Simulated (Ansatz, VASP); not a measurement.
One calculation of V, two programs

INCAR

```
SYSTEM = V
PREC = Accurate
ENCUT = 400
EDIFF = 1E-6
ISMEAR = 0
SIGMA = 0.1
LREAL = .False.
LASPH = .True.
NELM = 120
ALGO = Normal
ISIF = 2
LWAVE = .False.
LCHARG = .False.
LDIPOL = .True.
IDIPOL = 3
DIPOL = 0.5 0.5 0.291
GGA = PE
NBANDS = 34
GGA_COMPAT = .False.
NELMDL = -8
```

Contents of KPOINTS:

```
Automatic mesh
0
Gamma
  9 9 1
  0 0 0
```

Contents of POSCAR:

```
V
1.0
    2.9971751491      0.0000000000      0.0000000000
    0.0000000000      2.9971751491      0.0000000000
    0.0000000000      0.0000000000     21.3333819395
V
4
Direct
    0.5000000000      0.5000000000      0.1874995728
    0.0000000000      0.0000000000      0.2577457053
    0.5000000000      0.5000000000      0.3267158760
    0.0000000000      0.0000000000      0.3906263884
```

Input for Ansatz:

```yaml
crystal:
  lattice:
    - [2.9971751491, 0.0, 0.0]
    - [0.0, 2.9971751491, 0.0]
    - [0.0, 0.0, 21.3333819395]
  atoms:
    - { symbol: V, position: [0.5, 0.5, 0.1874995728] }
    - { symbol: V, position: [0.0, 0.0, 0.2577457053] }
    - { symbol: V, position: [0.5, 0.5, 0.326715876] }
    - { symbol: V, position: [0.0, 0.0, 0.3906263884] }
basis:
  ecutwfc: 420
kpoints:
  mp_grid: { grid: [9, 9, 1] }
hamiltonian:
  xc: pbe
scf:
  occupations: { method: gaussian, width: 0.1 }
output:
  forces: true
  eigenvalues: true
efield:
  axis: 3
  dipole_correction: true
  ramp_width: 0.04
```

Alike in both runs: task single point; functional PBE; k mesh 9 × 9 × 1; occupations gaussian, width 0.1 eV; no spin polarisation.

```csv
,VASP,Ansatz
version,VASP 6.6.1,Ansatz 0.2.0
potentials or method,"VASP PAW PBE potentials, release 64 (V_sv), cutoff 400 eV","scalar-relativistic, plane waves, PAW"
valence electrons in the cell,52,52
```

```tsv
	VASP	Ansatz	Ansatz less VASP
gap on the k mesh at the Fermi level (eV)	none	none	-
rms of the force components (eV/Å)	0.228	0.233	+0.0048
```

Atom by atom the forces differ by 0.011 eV/Å (rms over components). A gap of «none» marks a metal or a gap that the smearing closes. With one functional, cell and mesh, what is left measures potentials, basis and numerics.
